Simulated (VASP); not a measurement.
# BaF2 (Fm-3m) in VASP: settings compared

The runs below take BaF2 through single point, with PBE, r2SCAN.

Program: VASP 6.6.1. These are calculated values, not measurements. Logs are shortened: lines on timing, memory, paths and dates and some standing lists are left out, and cuts for length are marked.

## Step 1: The cell of the first run

Symmetry: Fm-3m, No. 225, cubic system. The conventional cell has a = 6.194 Å, b = 6.194 Å, c = 6.194 Å, α = 90.00°, β = 90.00°, γ = 90.00°. Within 3.5 Å of Ba (site symmetry m-3m) lie 8 F at 2.68 Å. Within 3.5 Å of F (site symmetry -43m) lie 4 Ba at 2.68 Å and 6 F at 3.10 Å.

## Step 2: Single point, PBE

Contents of INCAR:

```
SYSTEM = BaF2
PREC     = Accurate       ! precision mode
ENCUT    = 600            ! plane-wave cutoff, eV
EDIFF    = 1E-6           ! SCF threshold, eV
ISMEAR   = 0              ! smearing method
SIGMA    = 0.01           ! smearing width, eV
LREAL    = .FALSE.        ! projectors in reciprocal space
LASPH    = .TRUE.         ! aspherical terms in the spheres
NELM     = 120            ! most SCF steps
ALGO     = Normal         ! electronic algorithm
ISIF     = 2              ! what is computed and relaxed
LWAVE    = .FALSE.        ! write WAVECAR
LCHARG   = .FALSE.        ! write CHGCAR
GGA      = PE             ! functional
NBANDS   = 19             ! bands
GGA_COMPAT= .FALSE.
```

Contents of KPOINTS:

```
Automatic mesh
0
G
  8 8 8
  0 0 0
```

Contents of POSCAR:

```
BaF2
1.0
    0.0000000000      3.0971637732      3.0971637732
    3.0971637732      0.0000000000      3.0971637732
    3.0971637732      3.0971637732      0.0000000000
Ba F
1 2
Direct
    0.0000000000      0.0000000000      0.0000000000
    0.2500000000      0.2500000000      0.2500000000
    0.7500000000      0.7500000000      0.7500000000
```

Potentials or basis: VASP PAW PBE potentials, release 64 (Ba_sv, F).

Command:

```
> cat potpaw_PBE.64/Ba_sv/POTCAR potpaw_PBE.64/F/POTCAR > POTCAR
> mpirun -np 1 vasp_std > vasp.out
```

OUTCAR:

```text
SYSTEM = BaF2
   PREC = Accurate
   ENCUT = 600
   EDIFF = 1E-6
   ISMEAR = 0
   LREAL = .FALSE.
   LASPH = .TRUE.
   NELM = 120
   ISIF = 2
   GGA = PE

 ion  position               nearest neighbor table
   1  0.000  0.000  0.000-   3 2.68   3 2.68   3 2.68   2 2.68   3 2.68   2 2.68   2 2.68   2 2.68

   2  0.250  0.250  0.250-   1 2.68   1 2.68   1 2.68   1 2.68
   3  0.750  0.750  0.750-   1 2.68   1 2.68   1 2.68   1 2.68

  LATTYP: Found a face centered cubic cell.
 ALAT       =     6.1943275464

  Lattice vectors:

 A1 = (   0.0000000000,   3.0971637732,   3.0971637732)
 A2 = (   3.0971637732,   0.0000000000,   3.0971637732)
 A3 = (   3.0971637732,   3.0971637732,   0.0000000000)

Analysis of symmetry for initial positions (statically):
=====================================================================
 Subroutine PRICEL returns:
 Original cell was already a primitive cell.

 Routine SETGRP: Setting up the symmetry group for a
 face centered cubic supercell.

 Subroutine GETGRP returns: Found 48 space group operations
 (whereof 48 operations were pure point group operations)
 out of a pool of 48 trial point group operations.

The static configuration has the point symmetry O_h .

Analysis of symmetry for dynamics (positions and initial velocities):
=====================================================================
 Subroutine PRICEL returns:
 Original cell was already a primitive cell.

 Routine SETGRP: Setting up the symmetry group for a
 face centered cubic supercell.

 Subroutine GETGRP returns: Found 48 space group operations
 (whereof 48 operations were pure point group operations)
 out of a pool of 48 trial point group operations.

The dynamic configuration has the point symmetry O_h .

 Subroutine INISYM returns: Found 48 space group operations
 (whereof 48 operations are pure point group operations),
 and found     1 'primitive' translations

----------------------------------------------------------------------------------------

                                     Primitive cell

  volume of cell :      59.4186

  direct lattice vectors                    reciprocal lattice vectors
     0.000000000  3.097163773  3.097163773    -0.161438024  0.161438024  0.161438024
     3.097163773  0.000000000  3.097163773     0.161438024 -0.161438024  0.161438024
     3.097163773  3.097163773  0.000000000     0.161438024  0.161438024 -0.161438024

  length of vectors
     4.380051013  4.380051013  4.380051013     0.279618860  0.279618860  0.279618860

  position of ions in fractional coordinates (direct lattice)
     0.000000000  0.000000000  0.000000000
     0.250000000  0.250000000  0.250000000
     0.750000000  0.750000000  0.750000000

  ion indices of the primitive-cell ions
   primitive index   ion index
                 1           1
                 2           2
                 3           3

----------------------------------------------------------------------------------------

 KPOINTS: Automatic mesh

Automatic generation of k-mesh.
 Grid dimensions read from file:
 generate k-points for:    8    8    8

 Generating k-lattice:

  Cartesian coordinates                     Fractional coordinates (reciprocal lattice)
    -0.020179753  0.020179753  0.020179753     0.125000000  0.000000000  0.000000000
     0.020179753 -0.020179753  0.020179753     0.000000000  0.125000000  0.000000000
     0.020179753  0.020179753 -0.020179753     0.000000000  0.000000000  0.125000000

  Length of vectors
     0.034952358  0.034952358  0.034952358

  Shift w.r.t. Gamma in fractional coordinates (k-lattice)
     0.000000000  0.000000000  0.000000000

 Subroutine IBZKPT returns following result:
 ===========================================

 Found     29 irreducible k-points:

 Following reciprocal coordinates:
            Coordinates               Weight
  0.000000  0.000000  0.000000      1.000000
  0.125000  0.000000  0.000000      8.000000
  0.250000  0.000000  0.000000      8.000000
  0.375000  0.000000  0.000000      8.000000
  0.500000  0.000000  0.000000      4.000000
  0.125000  0.125000  0.000000      6.000000
[... 16 lines left out ...]
  0.500000  0.250000  0.125000     48.000000
 -0.375000  0.250000  0.125000     24.000000
 [... further k-points ...]
   k-points           NKPTS =     29   k-points in BZ     NKDIM =     29   number of bands    NBANDS=     19
   number of dos      NEDOS =    301   number of ions     NIONS =      3
   total plane-waves  NPLWV =  46656
   dimension x,y,z NGX =    36 NGY =   36 NGZ =   36
   dimension x,y,z NGXF=    72 NGYF=   72 NGZF=   72
   ions per type =               1   2
   NGX,Y,Z   is equivalent  to a cutoff of  13.66, 13.66, 13.66 a.u.
   NGXF,Y,Z  is equivalent  to a cutoff of  27.33, 27.33, 27.33 a.u.
 SYSTEM =  BaF2
   PREC   = accura    normal or accurate (medium, high low for compatibility)
   ISTART =      0    job   : 0-new  1-cont  2-samecut
   ICHARG =      2    charge: 1-file 2-atom 10-const
   ISPIN  =      1    spin polarized calculation?
   LNONCOLLINEAR =      F non collinear calculations
   LSORBIT =      F    spin-orbit coupling
   LASPH  =      T    aspherical Exc in radial PAW
   ENCUT  =  600.0 eV  44.10 Ry    6.64 a.u.   8.75  8.75  8.75*2*pi/ulx,y,z
   NELM   =    120;   NELMIN=  2; NELMDL= -5     # of ELM steps
   EDIFF  = 0.1E-05   stopping-criterion for ELM
   LREAL  =      F    real-space projection
   EDIFFG = 0.1E-04   stopping-criterion for IOM
   NSW    =      0    number of steps for IOM
   IBRION =     -1    ionic relax: 0-MD 1-quasi-New 2-CG
   NFREE  =      0    steps in history (QN), initial steepest desc. (CG)
   ISIF   =      2    stress and relaxation
   ISYM   =      2    0-nonsym 1-usesym 2-fastsym
   POTIM  = 0.5000    time-step for ionic-motion
   TEBEG  =    0.0;   TEEND  =   0.0 temperature during run
   PSTRESS=    0.0 pullay stress
   NELECT =      24.0000    total number of electrons
   NUPDOWN=      -1.0000    fix difference up-down
   EMIN   =  10.00;   EMAX   =-10.00  energy-range for DOS
   EFERMI =   0.00;   METHOD = LEGACY
   ISMEAR =     0;   SIGMA  =   0.01  broadening in eV -4-tet -1-fermi 0-gaus
   EFERMI_NEDOS =   21; number of points for ismear=-14 and -15
   IALGO  =     38    algorithm
   IMIX   =      4    mixing-type and parameters
[... 20 lines left out ...]

 Free energy of the ion-electron system (eV)
  ---------------------------------------------------
  ext. energy  EPLUGINS =         0.00000000
  ---------------------------------------------------
  free energy    TOTEN  =       -17.10989887 eV

  energy without entropy =      -17.10989887  energy(sigma->0) =      -17.10989887

 E-fermi :  -2.0024     XC(G=0):  -8.7135

 val. band max:       -2.0608910685   @ k =  -0.2500   0.2500   0.0000
 cond. band min:       4.7152219427   @ k =   0.0000   0.0000   0.0000
 fundamental gap:      6.7761130112
 Fermi energy:        -2.0024252881

 k-point     1 :       0.0000    0.0000    0.0000
  band No.  band energies     occupation
      1     -25.1532      2.00000
      2     -20.9984      2.00000
      3     -20.9462      2.00000
      4      -9.9866      2.00000
      5      -9.9866      2.00000
      6      -9.9866      2.00000
[... 11 lines left out ...]
     18       9.3471      0.00000
     19      13.4028      0.00000

 k-point     2 :       0.1250    0.0000    0.0000
  band No.  band energies     occupation
      1     -25.1234      2.00000
      2     -21.0140      2.00000
      3     -20.9832      2.00000
      4     -10.0151      2.00000
      5     -10.0111      2.00000
      6     -10.0111      2.00000
[... 11 lines left out ...]
     18       9.3606      0.00000
     19      12.7337      0.00000

 k-point     3 :       0.2500    0.0000    0.0000
  band No.  band energies     occupation
      1     -25.0490      2.00000
      2     -21.0934      2.00000
      3     -21.0337      2.00000
      4     -10.0768      2.00000
      5     -10.0687      2.00000
      6     -10.0687      2.00000
[... 11 lines left out ...]
     18       9.4103      0.00000
     19      11.7207      0.00000

 k-point     4 :       0.3750    0.0000    0.0000
  band No.  band energies     occupation
      1     -24.9704      2.00000
      2     -21.1978      2.00000
      3     -21.0637      2.00000
      4     -10.1297      2.00000
      5     -10.1242      2.00000
      6     -10.1242      2.00000
[... 11 lines left out ...]
     18       9.4907      0.00000
     19      11.5154      0.00000

 k-point     5 :       0.5000    0.0000    0.0000
  band No.  band energies     occupation
      1     -24.9365      2.00000
      2     -21.2431      2.00000
      3     -21.0756      2.00000
      4     -10.1494      2.00000
      5     -10.1466      2.00000
      6     -10.1466      2.00000
[... 11 lines left out ...]
     18       9.5365      0.00000
     19      11.8672      0.00000

 k-point     6 :       0.1250    0.1250    0.0000
  band No.  band energies     occupation
      1     -25.1135      2.00000
      2     -21.0171      2.00000
      3     -20.9976      2.00000
      4     -10.0487      2.00000
      5     -10.0487      2.00000
      6      -9.9654      2.00000
[... 11 lines left out ...]
     18       9.4055      0.00000
     19      13.3806      0.00000

 k-point     7 :       0.2500    0.1250    0.0000
  band No.  band energies     occupation
      1     -25.0536      2.00000
      2     -21.0747      2.00000
      3     -21.0441      2.00000
      4     -10.1157      2.00000
      5     -10.1148      2.00000
      6      -9.9750      2.00000
[... 11 lines left out ...]
     18       9.4801      0.00000
     19      12.3610      0.00000

 k-point     8 :       0.3750    0.1250    0.0000
  band No.  band energies     occupation
      1     -24.9756      2.00000
      2     -21.1734      2.00000
      3     -21.0792      2.00000
      4     -10.1707      2.00000
      5     -10.1696      2.00000
      6     -10.0319      2.00000
[... 256 lines left out ...]
 k-point    20 :      -0.3750    0.3750    0.0000
  band No.  band energies     occupation
      1     -24.8666      2.00000
      2     -21.2644      2.00000
      3     -21.1694      2.00000
      4     -10.3142      2.00000
      5     -10.3073      2.00000
      6      -9.9639      2.00000
[... 11 lines left out ...]
     18      11.7733      0.00000
     19      12.6778      0.00000

 k-point    21 :       0.5000    0.5000    0.0000
  band No.  band energies     occupation
      1     -24.8600      2.00000
      2     -21.3186      2.00000
      3     -21.1235      2.00000
      4     -10.3814      2.00000
      5     -10.3814      2.00000
      6      -9.8237      2.00000
[... 11 lines left out ...]
     18      10.8698      0.00000
     19      12.8625      0.00000

 k-point    22 :       0.3750    0.2500    0.1250
  band No.  band energies     occupation
      1     -24.9915      2.00000
      2     -21.1395      2.00000
      3     -21.0858      2.00000
      4     -10.1842      2.00000
      5     -10.1747      2.00000
      6      -9.9832      2.00000
[... 11 lines left out ...]
     18       9.7575      0.00000
     19      12.3439      0.00000

 k-point    23 :       0.5000    0.2500    0.1250
  band No.  band energies     occupation
      1     -24.9266      2.00000
      2     -21.2046      2.00000
      3     -21.1305      2.00000
      4     -10.2498      2.00000
      5     -10.1771      2.00000
      6     -10.0461      2.00000
[... 11 lines left out ...]
     18      10.2405      0.00000
     19      12.0163      0.00000

 k-point    24 :      -0.3750    0.2500    0.1250
  band No.  band energies     occupation
      1     -24.8988      2.00000
      2     -21.2330      2.00000
      3     -21.1487      2.00000
      4     -10.2761      2.00000
      5     -10.1251      2.00000
      6     -10.1246      2.00000
[... 11 lines left out ...]
     18      10.5445      0.00000
     19      11.8852      0.00000

 [... further k-points ...]

------------------------ aborting loop because EDIFF is reached ----------------------------------------

  FORCE on cell =-STRESS in cart. coord.  units (eV):
  Direction    XX          YY          ZZ          XY          YZ          ZX
  --------------------------------------------------------------------------------------
  -------------------------------------------------------------------------------------
  Total        0.9126400      0.9126400      0.9126400      0.0000000      0.0000000      0.0000000
  in kB       24.6086388     24.6086388     24.6086388      0.0000000      0.0000000      0.0000000
  external PRESSURE =      24.6086388 kB  Pullay stress =       0.0000000 kB

 VOLUME and BASIS-vectors are now :
 -----------------------------------------------------------------------------
  energy-cutoff  :      600.00
  volume of cell :       59.42
      direct lattice vectors                 reciprocal lattice vectors
     0.000000000  3.097163773  3.097163773    -0.161438024  0.161438024  0.161438024
     3.097163773  0.000000000  3.097163773     0.161438024 -0.161438024  0.161438024
     3.097163773  3.097163773  0.000000000     0.161438024  0.161438024 -0.161438024

 POSITION                                       TOTAL-FORCE (eV/Angst)
 -----------------------------------------------------------------------------------
      0.00000      0.00000      0.00000         0.000000     -0.000000     -0.000000
      1.54858      1.54858      1.54858        -0.000000      0.000000     -0.000000
      4.64575      4.64575      4.64575         0.000000     -0.000000      0.000000
 -----------------------------------------------------------------------------------
    total drift:                                0.000000      0.000000      0.000000

  FREE ENERGIE OF THE ION-ELECTRON SYSTEM (eV)
  ---------------------------------------------------
  free  energy   TOTEN  =       -17.1098988675 eV

  energy  without entropy=      -17.1098988675  energy(sigma->0) =      -17.10989887
```

It took 56 s on 1 thread of Intel Xeon 8259CL, shared host; peak memory 0.22 GiB.

Results:

| Property | Result |
| --- | --- |
| Free energy | -17.1099 eV |
| Pressure | 2.5 GPa |
| Band gap on the k mesh | 6.78 eV (least direct gap 6.86 eV) |

Levels at points of the mesh, in eV from the valence-band top:
```
           k point  band 9  band 10  band 11  band 12  band 13  band 14  band 15  band 16
(0.00, 0.00, 0.00)   -1.50    -0.08    -0.08    -0.08     6.78     9.19     9.19    11.41
(0.50, 0.00, 0.00)   -0.67    -0.35    -0.17    -0.17     9.12     9.19     9.19     9.80
(0.50, 0.50, 0.00)   -0.36    -0.33    -0.33    -0.13     7.25     9.01    10.68    11.97
```

Caveat: spin-orbit coupling is left out, which moves the levels of the heavy elements.

## Step 3: Single point, r2SCAN (18.62 Å³/atom)

This run uses another cell than the first one, of 18.62 Å³/atom.

Contents of POSCAR:

```
BaF2
1.0
    0.0000000000      3.0339386086      3.0339386086
    3.0339386086      0.0000000000      3.0339386086
    3.0339386086      3.0339386086      0.0000000000
Ba F
1 2
Direct
    0.0000000000      0.0000000000      0.0000000000
    0.2500000000      0.2500000000      0.2500000000
    0.7500000000      0.7500000000      0.7500000000
```

Contents of INCAR.step1:

```
ALGO = Normal
EDIFF = 1E-5
ENCUT = 660
GGA = PE
GGA_COMPAT = False
ISMEAR = 0
LASPH = True
LCHARG = False
LREAL = False
LWAVE = True
NBANDS = 19
NELM = 120
PREC = Accurate
SIGMA = 0.01
```

Contents of INCAR.step2:

```
ALGO = Normal
EDIFF = 1E-6
ENCUT = 660
GGA_COMPAT = False
ISIF = 2
ISMEAR = 0
ISTART = 1
LASPH = True
LCHARG = True
LELF = True
LMIXTAU = True
LREAL = False
LVHAR = True
LWAVE = False
METAGGA = R2SCAN
NBANDS = 19
NELM = 120
PREC = Accurate
SIGMA = 0.01
```

Contents of KPOINTS:

```
k-points
0
Gamma
  6 6 6
```

Potentials or basis: VASP PAW PBE potentials, release 64 (Ba_sv, F).

Command:

```
> cat potpaw_PBE.64/Ba_sv/POTCAR potpaw_PBE.64/F/POTCAR > POTCAR
> cp INCAR.step1 INCAR
> mpirun -np 1 vasp_std > vasp.out
> cp INCAR.step2 INCAR
> mpirun -np 1 vasp_std > vasp.out
```

Run time: 2.5 min. Hardware: 1 thread of Intel Xeon 8259CL, shared host; peak memory 0.22 GiB.

It converged, with:

* Free energy: -44.9906 eV
* Pressure: 5.6 GPa
* Band gap on the k mesh: 7.63 eV (least direct gap 7.72 eV)

Levels at points of the mesh, in eV from the valence-band top:
```tsv
k point	band 10	band 11	band 12	band 13	band 14	band 15
(0.00, 0.00, 0.00)	-0.10	-0.10	-0.10	7.63	10.16	10.16
(0.50, 0.00, 0.00)	-0.33	-0.14	-0.14	10.13	10.13	10.37
(0.50, 0.50, 0.00)	-0.25	-0.25	-0.19	7.82	10.21	11.81
```

Caveat: the cell stands under pressure; the PAW data sets were made with another functional, which shifts forces and pressure a little; spin-orbit coupling is left out, which moves the levels of the heavy elements. A k mesh can miss the band edges.

## Step 4: Single point, r2SCAN (19.21 Å³/atom)

This run uses another cell than the first one, of 19.21 Å³/atom.

Contents of POSCAR:

```
BaF2
1.0
    0.0000000000      3.0658771516      3.0658771516
    3.0658771516      0.0000000000      3.0658771516
    3.0658771516      3.0658771516      0.0000000000
Ba F
1 2
Direct
    0.0000000000      0.0000000000      0.0000000000
    0.2500000000      0.2500000000      0.2500000000
    0.7500000000      0.7500000000      0.7500000000
```

Contents of INCAR.step1:

```
PREC = Accurate ; ENCUT = 660
ISMEAR = 0 ; SIGMA = 0.01
LREAL = False ; LASPH = True
NELM = 120 ; NBANDS = 19
GGA = PE ; ALGO = Normal
EDIFF = 1E-5 ; LWAVE = True
LCHARG = False ; GGA_COMPAT = False
```

Contents of INCAR.step2:

```
PREC = Accurate ; ENCUT = 660
EDIFF = 1E-6 ; ISMEAR = 0
SIGMA = 0.01 ; LREAL = False
LASPH = True ; NELM = 120
ALGO = Normal ; ISIF = 2
LWAVE = False ; LCHARG = False
METAGGA = R2SCAN ; LMIXTAU = True
NBANDS = 19 ; ISTART = 1
GGA_COMPAT = False
```

Contents of KPOINTS:

```
Automatic mesh
0
Gamma
  6 6 6
```

Command:

```
> cat potpaw_PBE.64/Ba_sv/POTCAR potpaw_PBE.64/F/POTCAR > POTCAR
> cp INCAR.step1 INCAR
> mpirun -np 1 vasp_std > vasp.out
> cp INCAR.step2 INCAR
> mpirun -np 1 vasp_std > vasp.out
```

Run time: 2.5 min. Hardware: 1 thread of Intel Xeon 8259CL, shared host; peak memory 0.22 GiB.

Results (log left out):

- Free energy: -45.0423 eV
- Pressure: 3.1 GPa
- Band gap on the k mesh: 7.49 eV (least direct gap 7.57 eV)

Levels at points of the mesh, in eV from the valence-band top:
```csv
k point,band 8,band 9,band 10,band 11,band 12,band 13,band 14,band 15,band 16,band 17
"(0.00, 0.00, 0.00)",-1.57,-1.57,-0.08,-0.08,-0.08,7.49,10.04,10.04,12.56,12.56
"(0.50, 0.00, 0.00)",-1.15,-0.68,-0.34,-0.14,-0.14,10.00,10.00,10.16,10.26,12.74
"(0.50, 0.50, 0.00)",-0.39,-0.39,-0.28,-0.28,-0.15,7.76,10.04,11.61,13.14,13.14
```

Caveat: the cell stands under pressure; the PAW data sets were made with another functional, which shifts forces and pressure a little; spin-orbit coupling is left out, which moves the levels of the heavy elements. A k mesh can miss the band edges.

## Step 5: Overview

```csv
level,cell,k mesh,cutoff (eV),gap on the mesh (eV),pressure (GPa)
PBE,"a = 4.380 Å, angles 60.0°, 3 atoms",8 × 8 × 8,600,6.78,2.5
r2SCAN,"a = 4.291 Å, angles 60.0°, 3 atoms",6 × 6 × 6,660,7.63,5.6
r2SCAN,"a = 4.336 Å, angles 60.0°, 3 atoms",6 × 6 × 6,660,7.49,3.1
```

Alike in all rows: task single point; potentials or basis VASP PAW PBE potentials, release 64 (Ba_sv, F); no spin polarisation; smearing gaussian 0.01 eV.

Caveats: spin-orbit coupling is left out, which moves the levels of the heavy elements; the cell stands under pressure (at least some runs); the PAW data sets were made with another functional, which shifts forces and pressure a little (at least some runs).

Total energies depend on the potentials used, so only differences within one code and one set of settings carry meaning.
